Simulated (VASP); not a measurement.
A run of VASP 6.6.1 is set up as follows.

Contents of INCAR:

```
SYSTEM = Co
PREC     = Accurate       ! precision mode
ENCUT    = 520            ! plane-wave cutoff, eV
EDIFF    = 1E-6           ! SCF threshold, eV
ISMEAR   = -1             ! smearing method
SIGMA    = 0.05           ! smearing width, eV
LREAL    = .False.        ! projectors in reciprocal space
LASPH    = .True.         ! aspherical terms in the spheres
NELM     = 150            ! most SCF steps
ALGO     = Normal         ! electronic algorithm
ISIF     = 2              ! what is computed and relaxed
LWAVE    = .False.        ! write WAVECAR
LCHARG   = .False.        ! write CHGCAR
ISPIN    = 2              ! spin polarisation
MAGMOM   = -1.699 -1.699  ! initial moments
LORBIT   = 11             ! projections on sites
LMAXMIX  = 4              ! l up to which the mixer works
GGA      = RE             ! functional
NBANDS   = 20             ! bands
```

Contents of KPOINTS:

```
regular mesh
0
Gamma
  14 14 10
  0 0 0
```

POSCAR

```
Co
1.0
    2.3896105589      0.0000000000      0.0000000000
    0.0000000000      2.3896105589      0.0000000000
    0.0000000000      0.0000000000      3.3775825057
Co
2
Direct
    0.0000000000      0.0000000000      0.0000000000
    0.5000000000      0.5000000000      0.5000000000
```

Potentials or basis: VASP PAW PBE potentials, release 64 (Co).

Command:

```bash
$ cat potpaw_PBE.64/Co/POTCAR > POTCAR
$ mpirun -np 1 vasp_std > vasp.out
```

Problem. Estimate the net moment.

Solution. -3.11 μB per cell.

Problem. Predict the pressure.

Solution. 38.3 GPa.

Problem. Estimate the site moments.

Solution. Co -1.55 μB.

Stress tensor (GPa, compression positive):
```
38.28  0.00  0.00
 0.00 38.28  0.00
 0.00  0.00 38.44
```

Caveat: the cell stands under pressure; the PAW data sets were made with another functional, which shifts forces and pressure a little.
